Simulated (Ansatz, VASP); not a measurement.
# Ga3O2: VASP beside Ansatz

```xyz
5
Lattice="3.5709 0.0000 0.0000 0.0000 3.5709 0.0000 0.0000 0.0000 8.0504" Properties=species:S:1:pos:R:3 pbc="T T T"
Ga    0.0000    0.0000    5.5466
Ga    0.0000    0.0000    2.5037
Ga    1.7855    1.7855    4.0252
O     0.0000    0.0000    0.6858
O     0.0000    0.0000    7.3646
```

Alike in both runs: functional PBE; k mesh 10 × 10 × 6; occupations gaussian, width 0.1 eV; no spin polarisation.

Ansatz relaxed the structure, and its values are those at the end. VASP's run is a single point on that final structure, the one shown.

|  | VASP | Ansatz |
| --- | --- | --- |
| version | VASP 6.6.1 | Ansatz 0.2.0 |
| potentials or method | VASP PAW PBE potentials, release 64 (Ga_d, O), cutoff 520 eV | scalar-relativistic, plane waves, PAW |
| valence electrons in the cell | 51 | 51 |

|  | VASP | Ansatz | Ansatz less VASP |
| --- | --- | --- | --- |
| gap on the k mesh at the Fermi level (eV) | none | none | - |
| pressure (GPa) | 0.2 | 0.0 | -0.17 |
| rms of the force components (eV/Å) | 0.078 | 0.002 | -0.0759 |

A gap of «none» marks a metal or a gap that the smearing closes. The functional is the same, so the differences come from potentials, cutoffs and numerics.
